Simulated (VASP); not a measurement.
# Au (Fm-3m) in VASP: a series of runs

Au is run at these levels: r2SCAN; tasks: relaxation of cell and atoms.

Everything below comes from runs of VASP 6.6.1. Logs are shortened: lines on timing, memory, paths and dates and some standing lists are left out, and cuts for length are marked.

## Step 1: The cell of the first run

Symmetry: Fm-3m, No. 225, cubic system. The conventional cell has a = 4.144 Å, b = 4.144 Å, c = 4.144 Å, α = 90.00°, β = 90.00°, γ = 90.00°. Au (site symmetry m-3m) has 12 Au at 2.93 Å within 3.9 Å.

## Step 2: Relaxation of cell and atoms, r2SCAN

The input, POSCAR:

```
Au
1.0
    0.0000000000      2.0719870000      2.0719870000
    2.0719870000      0.0000000000      2.0719870000
    2.0719870000      2.0719870000      0.0000000000
Au
1
Direct
    0.0000000000      0.0000000000      0.0000000000
```

The input, INCAR.step1:

```
PREC = Accurate ; ENCUT = 550
ISMEAR = -1 ; SIGMA = 0.0974
LREAL = F ; LASPH = T
NELM = 120 ; GGA = PE
ALGO = Normal ; EDIFF = 1E-5
LWAVE = T ; LCHARG = F
GGA_COMPAT = F ; IBRION = 2
ISIF = 3 ; EDIFFG = -0.005
NELMIN = 4 ; NSW = 100
```

The input, INCAR.step2:

```
PREC = Accurate ; ENCUT = 550
EDIFF = 1E-7 ; ISMEAR = -1
SIGMA = 0.0974 ; LREAL = F
LASPH = T ; NELM = 120
ALGO = Normal ; ISIF = 3
LWAVE = F ; LCHARG = F
METAGGA = R2SCAN ; LMIXTAU = T
IBRION = 2 ; NSW = 60
EDIFFG = -0.01 ; ISTART = 1
GGA_COMPAT = F ; NELMIN = 4
```

The input, KPOINTS:

```
Automatic mesh
0
Gamma
  7 7 7
```

Potentials or basis: VASP PAW PBE potentials, release 64 (Au).

Command:

```sh
cat potpaw_PBE.64/Au/POTCAR > POTCAR
cp INCAR.step1 INCAR
mpirun -np 1 vasp_std > vasp.out
cp INCAR.step2 INCAR
mpirun -np 1 vasp_std > vasp.out
```

OUTCAR:

```text
PREC = Accurate
   ENCUT = 550
   EDIFF = 1E-7
   ISMEAR = -1
   LREAL = F
   LASPH = T
   NELM = 120
   ISIF = 3
   METAGGA = R2SCAN
   IBRION = 2
   NSW = 60
   EDIFFG = -0.01
   ISTART = 1
   NELMIN = 4

 ion  position               nearest neighbor table
   1  0.000  0.000  0.000-

  LATTYP: Found a face centered cubic cell.
 ALAT       =     4.1439740000

  Lattice vectors:

 A1 = (   0.0000000000,   2.0719870000,   2.0719870000)
 A2 = (   2.0719870000,   0.0000000000,   2.0719870000)
 A3 = (   2.0719870000,   2.0719870000,   0.0000000000)

Analysis of symmetry for initial positions (statically):
=====================================================================
 Subroutine PRICEL returns:
 Original cell was already a primitive cell.

 Routine SETGRP: Setting up the symmetry group for a
 face centered cubic supercell.

 Subroutine GETGRP returns: Found 48 space group operations
 (whereof 48 operations were pure point group operations)
 out of a pool of 48 trial point group operations.

The static configuration has the point symmetry O_h .

Analysis of symmetry for dynamics (positions and initial velocities):
=====================================================================
 Subroutine PRICEL returns:
 Original cell was already a primitive cell.

 Routine SETGRP: Setting up the symmetry group for a
 face centered cubic supercell.

 Subroutine GETGRP returns: Found 48 space group operations
 (whereof 48 operations were pure point group operations)
 out of a pool of 48 trial point group operations.

The dynamic configuration has the point symmetry O_h .

 Subroutine INISYM returns: Found 48 space group operations
 (whereof 48 operations are pure point group operations),
 and found     1 'primitive' translations

----------------------------------------------------------------------------------------

                                     Primitive cell

  volume of cell :      17.7906

  direct lattice vectors                    reciprocal lattice vectors
     0.000000000  2.071987000  2.071987000    -0.241314255  0.241314255  0.241314255
     2.071987000  0.000000000  2.071987000     0.241314255 -0.241314255  0.241314255
     2.071987000  2.071987000  0.000000000     0.241314255  0.241314255 -0.241314255

  length of vectors
     2.930232116  2.930232116  2.930232116     0.417968551  0.417968551  0.417968551

  position of ions in fractional coordinates (direct lattice)
     0.000000000  0.000000000  0.000000000

  ion indices of the primitive-cell ions
   primitive index   ion index
                 1           1

----------------------------------------------------------------------------------------

 KPOINTS: Automatic mesh

Automatic generation of k-mesh.
 Grid dimensions read from file:
 generate k-points for:    7    7    7

 Generating k-lattice:

  Cartesian coordinates                     Fractional coordinates (reciprocal lattice)
    -0.034473465  0.034473465  0.034473465     0.142857143  0.000000000  0.000000000
     0.034473465 -0.034473465  0.034473465     0.000000000  0.142857143  0.000000000
     0.034473465  0.034473465 -0.034473465     0.000000000  0.000000000  0.142857143

  Length of vectors
     0.059709793  0.059709793  0.059709793

  Shift w.r.t. Gamma in fractional coordinates (k-lattice)
     0.000000000  0.000000000  0.000000000

 Subroutine IBZKPT returns following result:
 ===========================================

 Found     20 irreducible k-points:

 Following reciprocal coordinates:
            Coordinates               Weight
  0.000000  0.000000  0.000000      1.000000
  0.142857  0.000000  0.000000      8.000000
  0.285714  0.000000  0.000000      8.000000
  0.428571  0.000000  0.000000      8.000000
  0.142857  0.142857  0.000000      6.000000
  0.285714  0.142857  0.000000     24.000000
[... 12 lines left out ...]
 -0.428571  0.428571  0.142857     24.000000
 -0.285714  0.428571  0.142857     24.000000
   k-points           NKPTS =     20   k-points in BZ     NKDIM =     20   number of bands    NBANDS=      9
   number of dos      NEDOS =    301   number of ions     NIONS =      1
   total plane-waves  NPLWV =  13824
   dimension x,y,z NGX =    24 NGY =   24 NGZ =   24
   dimension x,y,z NGXF=    48 NGYF=   48 NGZF=   48
   ions per type =               1
   NGX,Y,Z   is equivalent  to a cutoff of  13.62, 13.62, 13.62 a.u.
   NGXF,Y,Z  is equivalent  to a cutoff of  27.23, 27.23, 27.23 a.u.
 SYSTEM =  unknown system
   PREC   = accura    normal or accurate (medium, high low for compatibility)
   ISTART =      1    job   : 0-new  1-cont  2-samecut
   ICHARG =      0    charge: 1-file 2-atom 10-const
   ISPIN  =      1    spin polarized calculation?
   LNONCOLLINEAR =      F non collinear calculations
   LSORBIT =      F    spin-orbit coupling
   LASPH  =      T    aspherical Exc in radial PAW
   ENCUT  =  550.0 eV  40.42 Ry    6.36 a.u.   5.60  5.60  5.60*2*pi/ulx,y,z
   NELM   =    120;   NELMIN=  4; NELMDL=  0     # of ELM steps
   EDIFF  = 0.1E-06   stopping-criterion for ELM
   LREAL  =      F    real-space projection
   EDIFFG = -.1E-01   stopping-criterion for IOM
   NSW    =     60    number of steps for IOM
   IBRION =      2    ionic relax: 0-MD 1-quasi-New 2-CG
   NFREE  =      1    steps in history (QN), initial steepest desc. (CG)
   ISIF   =      3    stress and relaxation
   ISYM   =      2    0-nonsym 1-usesym 2-fastsym
   POTIM  = 0.5000    time-step for ionic-motion
   TEBEG  =    0.0;   TEEND  =   0.0 temperature during run
   PSTRESS=    0.0 pullay stress
   NELECT =      11.0000    total number of electrons
   NUPDOWN=      -1.0000    fix difference up-down
   EMIN   =  10.00;   EMAX   =-10.00  energy-range for DOS
   EFERMI =   0.00;   METHOD = LEGACY
   ISMEAR =    -1;   SIGMA  =   0.10  broadening in eV -4-tet -1-fermi 0-gaus
   EFERMI_NEDOS =   21; number of points for ismear=-14 and -15
   IALGO  =     38    algorithm
   IMIX   =      4    mixing-type and parameters
     AMIX     =   0.40;   BMIX     =  1.00
     AMIX_MAG =   1.60;   BMIX_MAG =  1.00
  volume/ion in A,a.u.               =      17.79       120.06
  Fermi-wavevector in a.u.,A,eV,Ry     =   1.394683  2.635568 26.465229  1.945139
  Thomas-Fermi vector in A             =   2.518208
   LORBIT       =      0    0 simple, 1 ext, 2 COOP (PROOUT), +10 PAW based schemes
   METAGGA = R2SCAN    functional components
   LHFCALC =     F    Hartree Fock is set to
   AEXX    =    0.0000 exact exchange contribution
   IVDW    =     0    specifies the selected vdW correction
   LEPSILON=     F    determine dielectric tensor
   LRPA    =     F    only Hartree local field effects (RPA)
 conjugate gradient relaxation of ions
 non-spin polarized calculation
  energy-cutoff  :      550.00
  volume of cell :       17.79
 maximum number of plane-waves:       534
   NGX = 11   NGY = 11   NGZ = 11

--------------------------------------- Ionic step        1  -------------------------------------------

 number of electron      11.0000002 magnetization

 Free energy of the ion-electron system (eV)
  ---------------------------------------------------
  ext. energy  EPLUGINS =         0.00000000
  ---------------------------------------------------
  free energy    TOTEN  =       -50.65116687 eV

  energy without entropy =      -50.64855803  energy(sigma->0) =      -50.64986245

------------------------ aborting loop because EDIFF is reached ----------------------------------------

  FORCE on cell =-STRESS in cart. coord.  units (eV):
  Direction    XX          YY          ZZ          XY          YZ          ZX
  --------------------------------------------------------------------------------------
  -------------------------------------------------------------------------------------
  Total       -0.2465192     -0.2465192     -0.2465192      0.0000000     -0.0000000     -0.0000000
  in kB      -22.2008868    -22.2008868    -22.2008868      0.0000000     -0.0000000     -0.0000000
  external PRESSURE =     -22.2008868 kB  Pullay stress =       0.0000000 kB

 VOLUME and BASIS-vectors are now :
 -----------------------------------------------------------------------------
  energy-cutoff  :      550.00
  volume of cell :       17.79
      direct lattice vectors                 reciprocal lattice vectors
     0.000000000  2.071987000  2.071987000    -0.241314255  0.241314255  0.241314255
     2.071987000  0.000000000  2.071987000     0.241314255 -0.241314255  0.241314255
     2.071987000  2.071987000  0.000000000     0.241314255  0.241314255 -0.241314255
[... 36 lines left out ...]
 POSITION                                       TOTAL-FORCE (eV/Angst)
 -----------------------------------------------------------------------------------
     -0.00000      2.04735      2.04735         0.000000     -0.000000     -0.000000
 -----------------------------------------------------------------------------------
    total drift:                               -0.000000     -0.000000      0.000000

  FREE ENERGIE OF THE ION-ELECTRON SYSTEM (eV)
  ---------------------------------------------------
  free  energy   TOTEN  =       -50.6490585590 eV

  energy  without entropy=      -50.6461940976  energy(sigma->0) =      -50.64762633

--------------------------------------- Ionic step        3  -------------------------------------------

 number of electron      11.0000001 magnetization

 Free energy of the ion-electron system (eV)
  ---------------------------------------------------
  ext. energy  EPLUGINS =         0.00000000
  ---------------------------------------------------
  free energy    TOTEN  =       -50.65301583 eV

  energy without entropy =      -50.65032126  energy(sigma->0) =      -50.65166855

 E-fermi :   8.6237     XC(G=0): -13.4264

 val. band max:        8.0801451241   @ k =   0.4286   0.2857   0.0000
 cond. band min:       8.6502286667   @ k =   0.4286   0.4286   0.0000
 fundamental gap:      0.5700835426
 Fermi energy:         8.6237160375

 k-point     1 :       0.0000    0.0000    0.0000
  band No.  band energies     occupation
      1      -0.9207      2.00000
      2       4.0755      2.00000
      3       4.0755      2.00000
      4       4.0755      2.00000
      5       5.5329      2.00000
      6       5.5329      2.00000
      7      24.2126      0.00000
      8      28.1377      0.00000
      9      28.1377      0.00000

 k-point     2 :       0.1429    0.0000    0.0000
  band No.  band energies     occupation
      1      -0.2283      2.00000
      2       3.9048      2.00000
      3       4.2735      2.00000
      4       4.2735      2.00000
      5       5.4774      2.00000
      6       5.4774      2.00000
      7      24.2988      0.00000
      8      25.3220      0.00000
      9      28.8500      0.00000
[... 236 lines left out ...]
 POSITION                                       TOTAL-FORCE (eV/Angst)
 -----------------------------------------------------------------------------------
      0.00000      0.00000      0.00000         0.000000      0.000000      0.000000
 -----------------------------------------------------------------------------------
    total drift:                               -0.000000      0.000000     -0.000000

  FREE ENERGIE OF THE ION-ELECTRON SYSTEM (eV)
  ---------------------------------------------------
  free  energy   TOTEN  =       -50.6530158343 eV

  energy  without entropy=      -50.6503212594  energy(sigma->0) =      -50.65166855

 reached required accuracy - stopping structural energy minimisation
```

Run time: 72 s. Hardware: 1 thread of Intel Xeon 8259CL, shared host; peak memory 0.15 GiB.

What came out:

```
Free energy                            : -50.6530 eV
Relaxed volume                         : 17.53 Å³/atom
Relaxed cell                           : a = 2.916 Å, b = 2.916 Å, c = 2.916 Å, α = 60.00°, β = 60.00°, γ = 60.00°
Space group after relaxing (to 0.05 Å) : Fm-3m (No. 225)
Energy gained by relaxing              : 1.8 meV/atom
Ionic steps                            : 3
Pressure after relaxing                : 0.0 GPa
```

The path:
```tsv
step	energy change (eV)	largest force (eV/Å)	pressure (GPa)	volume (Å³)
1	0.0000	0.0000	-2.22	17.79
2	0.0021	0.0000	3.57	17.16
3	-0.0018	0.0000	0.00	17.53
```

Final structure:
```xyz
1
Lattice="0.0000 2.0618 2.0618 2.0618 0.0000 2.0618 2.0618 2.0618 0.0000" Properties=species:S:1:pos:R:3 pbc="T T T"
Au    0.0000    0.0000    0.0000
```

Caveat: the k points lie up to 0.38 Å⁻¹ apart in the final cell; the PAW data sets were made with another functional, which shifts forces and pressure a little; spin-orbit coupling is left out, which moves the levels of the heavy elements.

[end of part 1 of 2]
